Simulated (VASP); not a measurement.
A run of VASP 6.6.1 is set up as follows.

Contents of INCAR:

```
SYSTEM = Mn2RuSe4
ALGO = Normal
EDIFF = 1E-7
ENCUT = 520
GGA = PE
ISIF = 2
ISMEAR = 0
ISPIN = 2
LASPH = .TRUE.
LCHARG = .FALSE.
LMAXMIX = 4
LORBIT = 11
LREAL = .FALSE.
LWAVE = .FALSE.
MAGMOM = 4 4 1 0 0 0 0
NBANDS = 45
NELM = 150
PREC = Accurate
SIGMA = 0.15
```

File KPOINTS:

```
k-points
0
G
  3 3 2
  0 0 0
```

Contents of POSCAR:

```
Mn2RuSe4
1.0
    5.5305443463     -0.0000000030      0.0000000000
   -2.7652721705      4.7895919022      0.0000000000
    0.0000000000      0.0000000000      9.4066707669
Mn Ru Se
2 1 4
Direct
    0.0000000000      0.0000000000      0.7464778960
    0.0000000000      0.0000000000      0.2535221040
    0.0000000000      0.0000000000      0.0000000000
    0.5000000000      0.0000000000      0.0000000000
    0.0000000000      0.5000000000      0.0000000000
    0.5000000000      0.5000000000      0.0000000000
    0.0000000000      0.0000000000      0.5000000000
```

Potentials or basis: VASP PAW PBE potentials, release 64 (Mn_pv, Ru_pv, Se).

Run with:

```console
$ cat potpaw_PBE.64/Mn_pv/POTCAR potpaw_PBE.64/Ru_pv/POTCAR potpaw_PBE.64/Se/POTCAR > POTCAR
$ mpirun -np 1 vasp_std > vasp.out
```

**Question.** Estimate the largest force.

**Answer.** 0.045 eV/Å.

**Question.** What does it give for the pressure?

**Answer.** 0.0 GPa.

**Question.** Estimate the site moments.

**Answer.** Mn +4.20; Ru -0.14; Se -0.15, +0.05 (each value once) μB.

**Question.** What does it give for the net moment?

**Answer.** 8.61 μB per cell.

Forces on the atoms (eV/Å):
```
Mn   0.000  0.000  0.045
Mn   0.000  0.000 -0.045
Ru   0.000  0.000  0.000
Se   0.000  0.000  0.000
Se   0.000  0.000  0.000
Se   0.000  0.000  0.000
Se   0.000  0.000  0.000
```

Caveat: the k points lie up to 0.44 Å⁻¹ apart; the run started ferromagnetic, and an antiferromagnetic order may lie lower in energy.
